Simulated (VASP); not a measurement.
# HfC (zincblende type) (F-43m) in VASP: notebook, part 2 of 2

VASP 6.6.1.

### Step 3. Single point, PBE

INCAR reads:

```
PREC = Accurate
ENCUT = 520
EDIFF = 1E-7
ISMEAR = -1
SIGMA = 0.1
LREAL = False
LASPH = True
NELM = 80
ALGO = Normal
ISIF = 2
LWAVE = False
LCHARG = True
GGA = PE
LELF = True
LVHAR = True
NBANDS = 14
```

KPOINTS reads:

```
Automatic mesh
0
Gamma
  15 15 15
```

POSCAR reads:

```
HfC
1.0
    0.0000000000      2.1524017925      2.1524017925
    2.1524017925      0.0000000000      2.1524017925
    2.1524017925      2.1524017925      0.0000000000
Hf C
1 1
Direct
    0.0000000000      0.0000000000      0.0000000000
    0.2500000000      0.2500000000      0.2500000000
```

Potentials or basis: VASP PAW PBE potentials, release 64 (Hf_pv, C).

On the command line:

```console
> cat potpaw_PBE.64/Hf_pv/POTCAR potpaw_PBE.64/C/POTCAR > POTCAR
> mpirun -np 1 vasp_std > vasp.out
```

OUTCAR:

```text
PREC = Accurate
   ENCUT = 520
   EDIFF = 1E-7
   ISMEAR = -1
   LREAL = False
   LASPH = True
   NELM = 80
   ISIF = 2
   GGA = PE

 ion  position               nearest neighbor table
   1  0.000  0.000  0.000-   2 1.86   2 1.86   2 1.86   2 1.86
   2  0.250  0.250  0.250-   1 1.86   1 1.86   1 1.86   1 1.86

  LATTYP: Found a face centered cubic cell.
 ALAT       =     4.3048035850

  Lattice vectors:

 A1 = (   0.0000000000,   2.1524017925,   2.1524017925)
 A2 = (   2.1524017925,   0.0000000000,   2.1524017925)
 A3 = (   2.1524017925,   2.1524017925,   0.0000000000)

Analysis of symmetry for initial positions (statically):
=====================================================================
 Subroutine PRICEL returns:
 Original cell was already a primitive cell.

 Routine SETGRP: Setting up the symmetry group for a
 face centered cubic supercell.

 Subroutine GETGRP returns: Found 24 space group operations
 (whereof 24 operations were pure point group operations)
 out of a pool of 48 trial point group operations.

The static configuration has the point symmetry T_d .

Analysis of symmetry for dynamics (positions and initial velocities):
=====================================================================
 Subroutine PRICEL returns:
 Original cell was already a primitive cell.

 Routine SETGRP: Setting up the symmetry group for a
 face centered cubic supercell.

 Subroutine GETGRP returns: Found 24 space group operations
 (whereof 24 operations were pure point group operations)
 out of a pool of 48 trial point group operations.

The dynamic configuration has the point symmetry T_d .

 Subroutine INISYM returns: Found 24 space group operations
 (whereof 24 operations are pure point group operations),
 and found     1 'primitive' translations

----------------------------------------------------------------------------------------

                                     Primitive cell

  volume of cell :      19.9434

  direct lattice vectors                    reciprocal lattice vectors
     0.000000000  2.152401793  2.152401793    -0.232298636  0.232298636  0.232298636
     2.152401793  0.000000000  2.152401793     0.232298636 -0.232298636  0.232298636
     2.152401793  2.152401793  0.000000000     0.232298636  0.232298636 -0.232298636

  length of vectors
     3.043955807  3.043955807  3.043955807     0.402353040  0.402353040  0.402353040

  position of ions in fractional coordinates (direct lattice)
     0.000000000  0.000000000  0.000000000
     0.250000000  0.250000000  0.250000000

  ion indices of the primitive-cell ions
   primitive index   ion index
                 1           1
                 2           2

----------------------------------------------------------------------------------------

 KPOINTS: Automatic mesh

Automatic generation of k-mesh.
 Grid dimensions read from file:
 generate k-points for:   15   15   15

 Generating k-lattice:

  Cartesian coordinates                     Fractional coordinates (reciprocal lattice)
    -0.015486576  0.015486576  0.015486576     0.066666667  0.000000000  0.000000000
[... 39 lines left out ...]
  0.200000  0.133333  0.000000     24.000000
 [... further k-points ...]
   k-points           NKPTS =    120   k-points in BZ     NKDIM =    120   number of bands    NBANDS=     14
   number of dos      NEDOS =    301   number of ions     NIONS =      2
   total plane-waves  NPLWV =  13824
   dimension x,y,z NGX =    24 NGY =   24 NGZ =   24
   dimension x,y,z NGXF=    48 NGYF=   48 NGZF=   48
   ions per type =               1   1
   NGX,Y,Z   is equivalent  to a cutoff of  13.11, 13.11, 13.11 a.u.
   NGXF,Y,Z  is equivalent  to a cutoff of  26.22, 26.22, 26.22 a.u.
 SYSTEM =  unknown system
   PREC   = accura    normal or accurate (medium, high low for compatibility)
   ISTART =      0    job   : 0-new  1-cont  2-samecut
   ICHARG =      2    charge: 1-file 2-atom 10-const
   ISPIN  =      1    spin polarized calculation?
   LNONCOLLINEAR =      F non collinear calculations
   LSORBIT =      F    spin-orbit coupling
   LASPH  =      T    aspherical Exc in radial PAW
   ENCUT  =  520.0 eV  38.22 Ry    6.18 a.u.   5.66  5.66  5.66*2*pi/ulx,y,z
   NELM   =     80;   NELMIN=  2; NELMDL= -5     # of ELM steps
   EDIFF  = 0.1E-06   stopping-criterion for ELM
   LREAL  =      F    real-space projection
   EDIFFG = 0.1E-05   stopping-criterion for IOM
   NSW    =      0    number of steps for IOM
   IBRION =     -1    ionic relax: 0-MD 1-quasi-New 2-CG
   NFREE  =      0    steps in history (QN), initial steepest desc. (CG)
   ISIF   =      2    stress and relaxation
   ISYM   =      2    0-nonsym 1-usesym 2-fastsym
   POTIM  = 0.5000    time-step for ionic-motion
   TEBEG  =    0.0;   TEEND  =   0.0 temperature during run
   PSTRESS=    0.0 pullay stress
   NELECT =      14.0000    total number of electrons
   NUPDOWN=      -1.0000    fix difference up-down
   EMIN   =  10.00;   EMAX   =-10.00  energy-range for DOS
   EFERMI =   0.00;   METHOD = LEGACY
   ISMEAR =    -1;   SIGMA  =   0.10  broadening in eV -4-tet -1-fermi 0-gaus
   EFERMI_NEDOS =   21; number of points for ismear=-14 and -15
   IALGO  =     38    algorithm
   IMIX   =      4    mixing-type and parameters
     AMIX     =   0.40;   BMIX     =  1.00
     AMIX_MAG =   1.60;   BMIX_MAG =  1.00
  volume/ion in A,a.u.               =       9.97        67.29
  Fermi-wavevector in a.u.,A,eV,Ry     =   1.454959  2.749474 28.802261  2.116906
  Thomas-Fermi vector in A             =   2.572049
   LORBIT       =      0    0 simple, 1 ext, 2 COOP (PROOUT), +10 PAW based schemes
   GGA     = PE    functional components
   LHFCALC =     F    Hartree Fock is set to
   AEXX    =    0.0000 exact exchange contribution
   IVDW    =     0    specifies the selected vdW correction
   LEPSILON=     F    determine dielectric tensor
   LRPA    =     F    only Hartree local field effects (RPA)
 non-spin polarized calculation
  energy-cutoff  :      520.00
  volume of cell :       19.94
 maximum number of plane-waves:       548
   NGX = 11   NGY = 11   NGZ = 11

 number of electron      13.9999999 magnetization

 Free energy of the ion-electron system (eV)
  ---------------------------------------------------
  ext. energy  EPLUGINS =         0.00000000
  ---------------------------------------------------
  free energy    TOTEN  =       -15.18728157 eV

  energy without entropy =      -15.17960689  energy(sigma->0) =      -15.18344423

 E-fermi :   7.8466     XC(G=0): -13.1621

 val. band max:        7.8178298954   @ k =  -0.4667   0.4667   0.0000
 cond. band min:       7.8476384670   @ k =   0.3333   0.3333   0.0000
 fundamental gap:      0.0298085716
 Fermi energy:         7.8466488544

 k-point     1 :       0.0000    0.0000    0.0000
  band No.  band energies     occupation
      1     -20.6115      2.00000
      2     -20.6115      2.00000
      3     -20.6115      2.00000
      4      -5.1634      2.00000
      5       3.1896      2.00000
      6       3.1896      2.00000
      7       3.1896      2.00000
      8      12.2488      0.00000
      9      12.2488      0.00000
     10      12.8141      0.00000
     11      19.5239      0.00000
     12      19.5239      0.00000
     13      19.5239      0.00000
     14      23.2960      0.00000
[... 377 lines left out ...]
      1     -21.1716      2.00000
      2     -20.7831      2.00000
      3     -20.7691      2.00000
      4      -3.8525      2.00000
      5       2.2923      2.00000
      6       4.0280      2.00000
      7       4.0543      2.00000
      8       9.9349      0.00000
      9      12.7826      0.00000
     10      14.7460      0.00000
     11      19.8695      0.00000
     12      20.6413      0.00000
     13      21.5718      0.00000
     14      23.2855      0.00000

 [... further k-points ...]

------------------------ aborting loop because EDIFF is reached ----------------------------------------

  FORCE on cell =-STRESS in cart. coord.  units (eV):
  Direction    XX          YY          ZZ          XY          YZ          ZX
  --------------------------------------------------------------------------------------
  -------------------------------------------------------------------------------------
  Total       21.6790268     21.6790268     21.6790268      0.0000000     -0.0000000     -0.0000000
  in kB     1741.6076870   1741.6076870   1741.6076870      0.0000000     -0.0000000     -0.0000000
  external PRESSURE =    1741.6076870 kB  Pullay stress =       0.0000000 kB

 VOLUME and BASIS-vectors are now :
 -----------------------------------------------------------------------------
  energy-cutoff  :      520.00
  volume of cell :       19.94
      direct lattice vectors                 reciprocal lattice vectors
     0.000000000  2.152401793  2.152401793    -0.232298636  0.232298636  0.232298636
     2.152401793  0.000000000  2.152401793     0.232298636 -0.232298636  0.232298636
     2.152401793  2.152401793  0.000000000     0.232298636  0.232298636 -0.232298636

 POSITION                                       TOTAL-FORCE (eV/Angst)
 -----------------------------------------------------------------------------------
      0.00000      0.00000      0.00000         0.000000      0.000000      0.000000
      1.07620      1.07620      1.07620        -0.000000     -0.000000     -0.000000
 -----------------------------------------------------------------------------------
    total drift:                               -0.000001     -0.000001     -0.000000

  FREE ENERGIE OF THE ION-ELECTRON SYSTEM (eV)
  ---------------------------------------------------
  free  energy   TOTEN  =       -15.1872815743 eV

  energy  without entropy=      -15.1796068864  energy(sigma->0) =      -15.18344423
```

stdout:

```text
POSCAR found type information on POSCAR HfC
 POSCAR found :  2 types and       2 ions
 scaLAPACK will be used
 LDA part: xc-table for (Slater+PW92), standard interpolation
 POSCAR, INCAR and KPOINTS ok, starting setup
 FFT: planning ... GRIDC
 FFT: planning ... GRID_SOFT
 FFT: planning ... GRID
 WAVECAR not read
 entering main loop
```

Wall time 25 s (1 thread of Intel Xeon 6975P-C (Granite Rapids), shared host); peak memory 0.16 GiB.

What came out:

```yaml
Free_energy: -15.1873 eV
Pressure: 174.2 GPa
Band_gap_on_the_k_mesh: zero (band 7 reaches 7.91 eV, above the bottom of band 8 at 7.76 eV)
```

Caveat: spin-orbit coupling is left out, which moves the levels of the heavy elements.
